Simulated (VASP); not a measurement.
Ni, 2 atoms in the cell. It takes space group P6_3/mmc (No. 194, hexagonal). Conventional cell: a = 2.495 Å, b = 2.495 Å, c = 4.042 Å, α = 90.00°, β = 90.00°, γ = 120.00°. Ni (site symmetry -6m2) has 12 Ni at 2.48 to 2.50 Å within 3.3 Å. This isn't the form of Ni at room conditions, which is fcc.

```yaml
Program: VASP 6.6.1
Task: relaxation of cell and atoms
Functional: PBE
Potentials_or_basis: VASP PAW PBE potentials, release 64 (Ni)
Cutoff: 600 eV
k_mesh: 17 × 17 × 10
Occupations: fermi-dirac, width 0.005 eV
Spin: no spin polarisation
Dipole_correction: no
Further_INCAR_settings: ALGO = Normal; EDIFF = 1e-07; IBRION = 2; EDIFFG = -0.005; NSW = 60; ISIF = 3
```

Potentials or basis: VASP PAW PBE potentials, release 64 (Ni).

The run is started by

```sh
$ cat potpaw_PBE.64/Ni/POTCAR > POTCAR
$ mpirun -np 1 vasp_std > vasp.out
```

Hardware: 1 thread of Intel Xeon 8259CL, on a shared host.

Problem. Estimate the wall time of this run.

Solution. It took 5.9 min on 1 thread of Intel Xeon 8259CL (shared host), peak memory 0.2 GiB. Counts: scf iterations 62, k points 198, ion steps 8.
